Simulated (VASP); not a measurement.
# As (Im-3m) in VASP: notebook, part 2 of 2

VASP 6.6.1. The steps go on from the part before.

**4. Single point, LDA (volume scaled by 1.04)**

Contents of INCAR:

```
SYSTEM = As
ALGO     = Normal         ! electronic algorithm
EDIFF    = 1E-7           ! SCF threshold, eV
ENCUT    = 520            ! plane-wave cutoff, eV
GGA      = CA             ! functional
ISIF     = 2              ! what is computed and relaxed
ISMEAR   = -1             ! smearing method
LASPH    = .True.         ! aspherical terms in the spheres
LCHARG   = .False.        ! write CHGCAR
LREAL    = .False.        ! projectors in reciprocal space
LWAVE    = .False.        ! write WAVECAR
NBANDS   = 8              ! bands
NELM     = 60             ! most SCF steps
PREC     = Accurate       ! precision mode
SIGMA    = 0.1            ! smearing width, eV
```

Contents of KPOINTS:

```
k-points
0
Gamma
  15 15 15
  0 0 0
```

Contents of POSCAR:

```
As
1.0
   -1.6675819151      1.6675819151      1.6675819151
    1.6675819151     -1.6675819151      1.6675819151
    1.6675819151      1.6675819151     -1.6675819151
As
1
Direct
    0.0000000000      0.0000000000      0.0000000000
```

On the command line:

```sh
> cat potpaw_LDA.64/As/POTCAR > POTCAR
> mpirun -np 1 vasp_std > vasp.out
```

Run time: 28 s. Hardware: 1 thread of AMD EPYC 7R43 (Zen 3), shared host; peak memory 0.1 GiB.

The run converged. Its results:

```
Free energy : -5.0072 eV
Pressure    : -3.2 GPa
```

Levels at points of the mesh, in eV from the Fermi level:
| k point | band 1 | band 2 | band 3 | band 4 | band 5 | band 6 |
| --- | --- | --- | --- | --- | --- | --- |
| (0.00, 0.00, 0.00) | -15.27 | 6.04 | 6.04 | 6.04 | 13.25 | 13.25 |

**5. Single point, LDA (volume scaled by 1.08)**

Contents of INCAR:

```
SYSTEM = As
PREC     = Accurate       ! precision mode
ENCUT    = 520            ! plane-wave cutoff, eV
EDIFF    = 1E-6           ! SCF threshold, eV
ISMEAR   = -1             ! smearing method
SIGMA    = 0.1            ! smearing width, eV
LREAL    = .False.        ! projectors in reciprocal space
LASPH    = .True.         ! aspherical terms in the spheres
NELM     = 100            ! most SCF steps
ALGO     = Normal         ! electronic algorithm
ISIF     = 2              ! what is computed and relaxed
LWAVE    = .False.        ! write WAVECAR
LCHARG   = .True.         ! write CHGCAR
LELF     = .True.         ! ELF
LVHAR    = .True.       
NBANDS   = 8              ! bands
```

Contents of KPOINTS:

```
regular mesh
0
Gamma
  15 15 15
  0 0 0
```

Contents of POSCAR:

```
As
1.0
   -1.6886927881      1.6886927881      1.6886927881
    1.6886927881     -1.6886927881      1.6886927881
    1.6886927881      1.6886927881     -1.6886927881
As
1
Direct
    0.0000000000      0.0000000000      0.0000000000
```

Potentials or basis: VASP PAW LDA potentials, release 64 (As).

On the command line:

```sh
> cat potpaw_LDA.64/As/POTCAR > POTCAR
> mpirun -np 1 vasp_std > vasp.out
```

OUTCAR:

```text
SYSTEM = As
   PREC = Accurate
   ENCUT = 520
   EDIFF = 1E-6
   ISMEAR = -1
   LREAL = .False.
   LASPH = .True.
   NELM = 100
   ISIF = 2

 ion  position               nearest neighbor table
   1  0.000  0.000  0.000-

  LATTYP: Found a body centered cubic cell.
 ALAT       =     3.3773855762

  Lattice vectors:

 A1 = (  -1.6886927881,   1.6886927881,   1.6886927881)
 A2 = (   1.6886927881,  -1.6886927881,   1.6886927881)
 A3 = (   1.6886927881,   1.6886927881,  -1.6886927881)

Analysis of symmetry for initial positions (statically):
=====================================================================
 Subroutine PRICEL returns:
 Original cell was already a primitive cell.

 Routine SETGRP: Setting up the symmetry group for a
 body centered cubic supercell.

 Subroutine GETGRP returns: Found 48 space group operations
 (whereof 48 operations were pure point group operations)
 out of a pool of 48 trial point group operations.

The static configuration has the point symmetry O_h .

Analysis of symmetry for dynamics (positions and initial velocities):
=====================================================================
 Subroutine PRICEL returns:
 Original cell was already a primitive cell.

 Routine SETGRP: Setting up the symmetry group for a
 body centered cubic supercell.

 Subroutine GETGRP returns: Found 48 space group operations
 (whereof 48 operations were pure point group operations)
 out of a pool of 48 trial point group operations.

The dynamic configuration has the point symmetry O_h .

 Subroutine INISYM returns: Found 48 space group operations
 (whereof 48 operations are pure point group operations),
 and found     1 'primitive' translations

----------------------------------------------------------------------------------------

                                     Primitive cell

[... 102 lines left out ...]
   EFERMI =   0.00;   METHOD = LEGACY
   ISMEAR =    -1;   SIGMA  =   0.10  broadening in eV -4-tet -1-fermi 0-gaus
   EFERMI_NEDOS =   21; number of points for ismear=-14 and -15
   IALGO  =     38    algorithm
   IMIX   =      4    mixing-type and parameters
     AMIX     =   0.40;   BMIX     =  1.00
     AMIX_MAG =   1.60;   BMIX_MAG =  1.00
  volume/ion in A,a.u.               =      19.26       129.99
  Fermi-wavevector in a.u.,A,eV,Ry     =   1.044305  1.973451 14.838157  1.090574
  Thomas-Fermi vector in A             =   2.179052
   LORBIT       =      0    0 simple, 1 ext, 2 COOP (PROOUT), +10 PAW based schemes
   GGA     = CA    functional components
   LHFCALC =     F    Hartree Fock is set to
   AEXX    =    0.0000 exact exchange contribution
   IVDW    =     0    specifies the selected vdW correction
   LEPSILON=     F    determine dielectric tensor
   LRPA    =     F    only Hartree local field effects (RPA)
 non-spin polarized calculation
  energy-cutoff  :      520.00
  volume of cell :       19.26
 maximum number of plane-waves:       537
 NGX is ok and might be reduce to    24
   NGX = 11   NGY = 11   NGZ = 11

 number of electron       4.9999999 magnetization

 Free energy of the ion-electron system (eV)
  ---------------------------------------------------
  ext. energy  EPLUGINS =         0.00000000
  ---------------------------------------------------
  free energy    TOTEN  =        -4.98632051 eV

  energy without entropy =       -4.96510614  energy(sigma->0) =       -4.97571333

 E-fermi :   6.3173     XC(G=0): -10.8409

 val. band max:        6.2948182722   @ k =  -0.2000   0.2667   0.1333
 cond. band min:       6.3238307890   @ k =   0.2000   0.0667   0.0000
 fundamental gap:      0.0290125168
 Fermi energy:         6.3173493364

 k-point     1 :       0.0000    0.0000    0.0000
  band No.  band energies     occupation
      1      -8.6100      2.00000
      2      12.0595      0.00000
      3      12.0595      0.00000
      4      12.0595      0.00000
      5      19.3961      0.00000
      6      19.3961      0.00000
      7      19.3961      0.00000
      8      20.6875      0.00000
[... 243 lines left out ...]
 k-point    24 :       0.4000    0.2000    0.0000
  band No.  band energies     occupation
      1      -3.4796      2.00000
      2       0.7327      2.00000
      3       4.7226      2.00000
      4       9.2644      0.00000
      5      15.8804      0.00000
      6      19.0057      0.00000
      7      22.2282      0.00000
      8      22.7490      0.00000

 [... further k-points ...]
[... 5 lines left out ...]
  --------------------------------------------------------------------------------------
  -------------------------------------------------------------------------------------
  Total       -0.7275944     -0.7275944     -0.7275944      0.0000000      0.0000000     -0.0000000
  in kB      -60.5184747    -60.5184747    -60.5184747      0.0000000      0.0000000     -0.0000000
  external PRESSURE =     -60.5184747 kB  Pullay stress =       0.0000000 kB

 VOLUME and BASIS-vectors are now :
 -----------------------------------------------------------------------------
  energy-cutoff  :      520.00
  volume of cell :       19.26
      direct lattice vectors                 reciprocal lattice vectors
    -1.688692788  1.688692788  1.688692788     0.000000000  0.296087011  0.296087011
     1.688692788 -1.688692788  1.688692788     0.296087011  0.000000000  0.296087011
     1.688692788  1.688692788 -1.688692788     0.296087011  0.296087011  0.000000000

 POSITION                                       TOTAL-FORCE (eV/Angst)
 -----------------------------------------------------------------------------------
      0.00000      0.00000      0.00000         0.000000     -0.000000     -0.000000
 -----------------------------------------------------------------------------------
    total drift:                               -0.000000     -0.000000      0.000000

  FREE ENERGIE OF THE ION-ELECTRON SYSTEM (eV)
  ---------------------------------------------------
  free  energy   TOTEN  =        -4.9863205150 eV

  energy  without entropy=       -4.9651061409  energy(sigma->0) =       -4.97571333
```

stdout:

```text
POSCAR found type information on POSCAR As
 POSCAR found :  1 types and       1 ions
 scaLAPACK will be used
 LDA part: xc-table for (Slater(with rela. corr.)+CA(PZ))
 , standard interpolation
 POSCAR, INCAR and KPOINTS ok, starting setup
 FFT: planning ... GRIDC
 FFT: planning ... GRID_SOFT
 FFT: planning ... GRID
 WAVECAR not read
 entering main loop
```

It took 25 s on 1 thread of AMD EPYC 7R43 (Zen 3), shared host; peak memory 0.1 GiB.

Results:

| Item | Value |
| --- | --- |
| Free energy | -4.9863 eV |
| Pressure | -6.1 GPa |

**6. Single point, LDA (volume scaled by 1.12)**

Contents of INCAR:

```
SYSTEM = As
  PREC = Accurate
  ENCUT = 520
  EDIFF = 1E-6
  ISMEAR = -1
  SIGMA = 0.1
  LREAL = .False.
  LASPH = .True.
  NELM = 60
  ALGO = Normal
  ISIF = 2
  LWAVE = .False.
  LCHARG = .False.
  NBANDS = 8
```

KPOINTS is that of step 5.

Contents of POSCAR:

```
As
1.0
   -1.7092886324      1.7092886324      1.7092886324
    1.7092886324     -1.7092886324      1.7092886324
    1.7092886324      1.7092886324     -1.7092886324
As
1
Direct
    0.0000000000      0.0000000000      0.0000000000
```

Potentials or basis: VASP PAW LDA potentials, release 64 (As).

On the command line:

```sh
> cat potpaw_LDA.64/As/POTCAR > POTCAR
> mpirun -np 1 vasp_std > vasp.out
```

It took 24 s on 1 thread of AMD EPYC 7R43 (Zen 3), shared host; peak memory 0.1 GiB.

It converged, with:

```yaml
Free_energy: -4.9542 eV
Pressure: -8.3 GPa
```

Levels at points of the mesh, in eV from the Fermi level:
```tsv
k point	band 1	band 2	band 3	band 4	band 5
(0.00, 0.00, 0.00)	-14.61	5.47	5.47	5.47	12.92
```

**7. The runs side by side**

```tsv
cell	gap on the mesh (eV)	pressure (GPa)
a = 2.812 Å, angles 109.5°, 1 atom	none	4.7
a = 2.851 Å, angles 109.5°, 1 atom	none	0.3
a = 2.888 Å, angles 109.5°, 1 atom	none	-3.2
a = 2.925 Å, angles 109.5°, 1 atom	none	-6.1
a = 2.961 Å, angles 109.5°, 1 atom	none	-8.3
```

Alike in all rows: task single point; level LDA; potentials or basis VASP PAW LDA potentials, release 64 (As); no spin polarisation; k mesh 15 × 15 × 15; cutoff (eV) 520; smearing fermi-dirac 0.1 eV.

Total energies depend on the potentials used, so only differences within one code and one set of settings carry meaning.
